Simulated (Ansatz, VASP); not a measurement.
**Mg2Si in VASP and in Ansatz**

```
CELL_PARAMETERS angstrom
0.00000 3.11638 3.11638
3.11638 0.00000 3.11638
3.11638 3.11638 0.00000
ATOMIC_POSITIONS crystal
Si 0.00000 0.00000 0.00000
Mg 0.25000 0.25000 0.25000
Mg 0.75000 0.75000 0.75000
```

Alike in both runs: task single point; functional PBE; k mesh 6 × 6 × 6; no spin polarisation.

|  | VASP | Ansatz |
| --- | --- | --- |
| version | VASP 6.6.1 | Ansatz 0.2.0 |
| potentials or method | VASP PAW PBE potentials, release 64 (Si, Mg) | plane waves, PAW |
| plane-wave cutoff (eV) | 600 | 420 |
| occupations | gaussian, width 0.01 eV | fixed |
| valence electrons in the cell | 8 | 24 |

Ansatz gave:

- gap on the k mesh at the Fermi level (eV): 0.13
- pressure (GPa): 3.9

Task: Which values does VASP return?

Result: gap on the k mesh at the Fermi level (eV): 0.13; pressure (GPa): 3.7.

VASP's potentials hold 8 valence electrons a cell and Ansatz's 24, so a difference there can come from the potentials and not from the codes.
